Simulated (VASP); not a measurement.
Mg4O: single point with LDA

System: Mg4O, a slab with vacuum.

```
Mg O
1.0
     3.14661    0.00000    0.00000
     0.00000    5.03889    0.00000
     0.00000    0.00000   20.58461
Mg O
4 1
Direct
  0.00000 0.75000 0.19432
  0.50000 0.25000 0.23845
  0.50000 0.75000 0.33061
  0.00000 0.25000 0.36846
  0.12500 0.37500 0.45833
```

```json
{"Program": "VASP 6.6.1", "Task": "single point", "Functional": "LDA", "Potentials or basis": "VASP PAW LDA potentials, release 64 (Mg, O)", "Cutoff": "520 eV", "k mesh": "8 × 5 × 1", "Occupations": "gaussian, width 0.1 eV", "Spin": "no spin polarisation"}
```

```yaml
Largest_force: 2.652 eV/Å
Band_gap_on_the_k_mesh: zero (bands 7 and 8 overlap by 0.28 eV)
```

Forces on the atoms (eV/Å):
```
Mg   0.000 -0.008  0.274
Mg   0.009  0.007 -0.062
Mg  -0.072 -0.256  0.354
Mg  -0.023  0.429  2.079
O    0.085 -0.172 -2.645
```

Levels at points of the mesh, in eV from the Fermi level:
| k point | band 4 | band 5 | band 6 | band 7 | band 8 | band 9 | band 10 | band 11 |
| --- | --- | --- | --- | --- | --- | --- | --- | --- |
| (0.00, 0.00, 0.00) | -1.23 | -0.93 | -0.49 | -0.04 | 0.17 | 0.28 | 1.66 | 2.29 |
| (0.50, 0.00, 0.00) | -1.37 | -0.92 | -0.20 | 0.04 | 0.42 | 2.52 | 2.86 | 3.04 |

Wall time 3 min on 1 thread of Intel Xeon 6975P-C (shared host), peak memory 0.35 GiB.
